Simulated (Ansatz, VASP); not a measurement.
# Two plane-wave programs on WC

Contents of INCAR:

```
SYSTEM = WC
PREC = Accurate
ENCUT = 520
EDIFF = 1E-6
ISMEAR = 0
SIGMA = 0.15
LREAL = .FALSE.
LASPH = .TRUE.
NELM = 100
ALGO = Normal
ISIF = 2
LWAVE = .FALSE.
LCHARG = .TRUE.
GGA = PS
LELF = .TRUE.
LVHAR = .TRUE.
NBANDS = 16
```

Contents of KPOINTS:

```
Automatic mesh
0
G
  24 24 24
  0 0 0
```

The input POSCAR:

```
WC
1.0
    0.0000000000      2.1183682398      2.0640511055
    2.1183682398      0.0000000000      2.0640511055
    2.1183682398      2.1183682398      0.0000000000
W C
1 1
Direct
    0.0000000000      0.0000000000      0.0000000000
    0.5000000000      0.5000000000      0.5000000000
```

Input for Ansatz:

```yaml
crystal:
  lattice:
    - [0.0, 2.1183682398, 2.0640511055]
    - [2.1183682398, 0.0, 2.0640511055]
    - [2.1183682398, 2.1183682398, 0.0]
  atoms:
    - { symbol: W, position: [0.0, 0.0, 0.0] }
    - { symbol: C, position: [0.5, 0.5, 0.5] }
basis:
  ecutwfc: 420
kpoints:
  mp_grid: { grid: [24, 24, 24] }
hamiltonian:
  xc: pbesol
scf:
  occupations: { method: gaussian, width: 0.15 }
output:
  forces: true
  stress: true
  eigenvalues: true
```

Change from the starting cell: strain -0.025 along x and y, -0.050 along z, atoms carried along.

Alike in both runs: task single point; functional PBEsol; k mesh 24 × 24 × 24; occupations gaussian, width 0.15 eV; no spin polarisation.

```csv
,VASP,Ansatz
version,VASP 6.6.1,Ansatz 0.2.0
potentials or method,"VASP PAW PBE potentials, release 64 (W_sv, C), cutoff 520 eV","scalar-relativistic, plane waves, PAW"
valence electrons in the cell,18,18
```

Ansatz gave:

- gap on the k mesh at the Fermi level (eV): none
- pressure (GPa): 50.1
- traceless stress, the component that is largest in VASP (GPa): 17.76

Q: Estimate VASP's values.

A: gap on the k mesh at the Fermi level (eV): none; pressure (GPa): 51.9; traceless stress, the component that is largest in VASP (GPa): 17.89.

VASP's potentials were made for PBE, not for PBEsol. A gap of «none» marks a metal or a gap that the smearing closes. Both programs put the cell under a high pressure, so it lies far from rest at this level. With one functional, cell and mesh, what is left measures potentials, basis and numerics.

Neither program's run includes spin-orbit coupling.
